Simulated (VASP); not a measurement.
# Sr32O31 (a cell with a defect) in VASP: a series of runs, part 2 of 2

VASP 6.6.1. The steps go on from the part before.

## Step 3: Single point, PBEsol

The input, INCAR:

```
ALGO = Normal
EDIFF = 1E-6
ENCUT = 520
GGA = PS
GGA_COMPAT = False
ISIF = 2
ISMEAR = -1
ISYM = -1
LASPH = True
LCHARG = False
LREAL = Auto
LWAVE = False
NBANDS = 290
NELECT = 504.0
NELM = 120
PREC = Accurate
SIGMA = 0.05
```

The input, KPOINTS:

```
explicit points
1
Reciprocal
  0.25000000   0.25000000   0.25000000 1
```

The input, POSCAR:

```
Sr32O31
1.0
   10.2454930000      0.0000000000      0.0000000000
    0.0000000000     10.2454930000      0.0000000000
    0.0000000000      0.0000000000     10.2454930000
O Sr
31 32
Direct
    0.2500650000      0.9999110000      0.0000570000
    0.2500540000      0.9999130000      0.5000460000
    0.2500570000      0.4999100000      0.0000570000
    0.7500620000      0.9999170000      0.0000630000
    0.7500570000      0.9999160000      0.5000560000
    0.7500590000      0.4999130000      0.0000540000
    0.7500460000      0.4999120000      0.5000520000
    0.0014080000      0.2512540000      0.0000830000
    0.0042690000      0.2541300000      0.5000860000
    0.0013770000      0.7485980000      0.0000570000
    0.0041810000      0.7457860000      0.5000500000
    0.4987500000      0.2512240000      0.0000450000
    0.4959400000      0.2540500000      0.5000490000
    0.4987190000      0.7485770000      0.0000190000
    0.4958470000      0.7457220000      0.5000080000
    0.0014020000      0.9999370000      0.2514000000
    0.0013730000      0.9999200000      0.7487490000
    0.0042480000      0.4999450000      0.2542590000
    0.0041930000      0.4999230000      0.7459190000
    0.4987490000      0.9999210000      0.2513540000
    0.4987120000      0.9999060000      0.7487040000
    0.4959160000      0.4999110000      0.2541780000
    0.4958500000      0.4998870000      0.7458470000
    0.2500970000      0.2541180000      0.2542630000
    0.2500600000      0.2540530000      0.7459180000
    0.2500570000      0.7457760000      0.2541890000
    0.2500250000      0.7457150000      0.7458410000
    0.7500890000      0.2512510000      0.2513990000
    0.7500560000      0.2512320000      0.7487480000
    0.7500520000      0.7486000000      0.2513670000
    0.7500280000      0.7485800000      0.7487160000
    0.9982800000      0.9999120000      0.0000660000
    0.9958380000      0.9999270000      0.5000620000
    0.9958360000      0.4999080000      0.0000600000
    0.9811730000      0.4999490000      0.5000870000
    0.5018350000      0.9999050000      0.0000480000
    0.5042760000      0.9998980000      0.5000510000
    0.5042730000      0.4999100000      0.0000510000
    0.5189200000      0.4998690000      0.5000130000
    0.2500580000      0.2456860000      0.0000710000
    0.2501030000      0.2310390000      0.5001000000
    0.2500540000      0.7541270000      0.0000420000
    0.2500060000      0.7687900000      0.5000060000
    0.7500590000      0.2481330000      0.0000600000
    0.7500570000      0.2456890000      0.5000590000
    0.7500560000      0.7516870000      0.0000490000
    0.7500390000      0.7541290000      0.5000510000
    0.2500590000      0.9999230000      0.2458370000
    0.2500510000      0.9998970000      0.7542770000
    0.2500750000      0.4999530000      0.2311850000
    0.2500210000      0.4998670000      0.7689320000
    0.7500650000      0.9999170000      0.2482840000
    0.7500500000      0.9999050000      0.7518360000
    0.7500590000      0.4999060000      0.2458340000
    0.7500340000      0.4999060000      0.7542740000
    0.9999850000      0.2498450000      0.2499900000
    0.9999590000      0.2498160000      0.7501470000
    0.9999550000      0.7500000000      0.2499600000
    0.9999620000      0.7500030000      0.7501450000
    0.5001500000      0.2498120000      0.2499550000
    0.5001530000      0.2498190000      0.7501540000
    0.5001500000      0.7500140000      0.2499550000
    0.5001160000      0.7499820000      0.7501160000
```

Potentials or basis: VASP PAW PBE potentials, release 64 (O, Sr_sv).

The run is started by

```bash
$ cat potpaw_PBE.64/O/POTCAR potpaw_PBE.64/Sr_sv/POTCAR > POTCAR
$ mpirun -np 1 vasp_std > vasp.out
```

It took 27 min on 1 thread of AMD EPYC 7R43 (Zen 3), shared host; peak memory 1 GiB.

Results (log left out):

```
Free energy   : -400.4988 eV
Largest force : 0.040 eV/Å
```

Forces on the atoms (eV/Å):
```
O   -0.001  0.001 -0.001
O   -0.001  0.002  0.000
O   -0.001  0.001  0.000
O   -0.001  0.001 -0.001
O   -0.001  0.001 -0.001
O   -0.001  0.001 -0.001
O   -0.001  0.002 -0.001
O   -0.007 -0.006 -0.001
O   -0.006 -0.008  0.002
O   -0.007  0.007  0.000
O   -0.008  0.006  0.002
O    0.005 -0.005  0.000
O    0.007 -0.007  0.002
O    0.006  0.007  0.000
O    0.008  0.006  0.000
O   -0.007  0.000 -0.007
O   -0.007  0.001  0.005
O   -0.006 -0.001 -0.007
O   -0.007 -0.003  0.008
O    0.005  0.001 -0.006
O    0.006  0.001  0.006
O    0.007 -0.002 -0.007
O    0.007 -0.003  0.007
O    0.002 -0.008 -0.006
O    0.001 -0.008  0.008
O    0.001  0.006 -0.008
O    0.001  0.006  0.008
O   -0.001 -0.005 -0.007
O   -0.001 -0.006  0.005
O    0.000  0.007 -0.007
O    0.000  0.007  0.006
Sr   0.002  0.000  0.000
Sr   0.004  0.000  0.000
Sr   0.005  0.000  0.000
Sr   0.039  0.001  0.002
Sr  -0.001  0.000  0.000
Sr  -0.005  0.000  0.000
Sr  -0.005  0.000  0.000
Sr  -0.038 -0.001 -0.001
Sr   0.000  0.005  0.000
Sr   0.001  0.039  0.001
Sr   0.000 -0.005  0.000
Sr   0.000 -0.040  0.000
Sr   0.000  0.002  0.000
Sr   0.000  0.005  0.000
Sr   0.000 -0.002  0.000
Sr   0.000 -0.005  0.000
Sr   0.000  0.000  0.005
Sr   0.000  0.000 -0.005
Sr   0.002  0.000  0.039
Sr  -0.001 -0.001 -0.039
Sr   0.000  0.000  0.002
Sr   0.000  0.000 -0.002
Sr   0.000  0.000  0.005
Sr   0.000  0.001 -0.005
Sr   0.000 -0.002  0.000
Sr   0.000 -0.001  0.001
Sr   0.000  0.001  0.000
Sr   0.000  0.000  0.002
Sr   0.001 -0.001  0.000
Sr   0.001 -0.001  0.001
Sr   0.001  0.000  0.000
Sr   0.002  0.000  0.001
```

Levels at points of the mesh, in eV from the Fermi level:
| k point | band 249 | band 250 | band 251 | band 252 | band 253 | band 254 | band 255 | band 256 |
| --- | --- | --- | --- | --- | --- | --- | --- | --- |
| (0.25, 0.25, 0.25) | -1.19 | -1.13 | -1.12 | -1.12 | 1.05 | 2.63 | 2.68 | 2.68 |

Caveat: the cell carries a net charge on a neutralising background, which shifts energy and pressure; the cell is charged against a uniform background, so pressure and absolute levels hang on convention; the PAW data sets were made with another functional, which shifts forces and pressure a little.
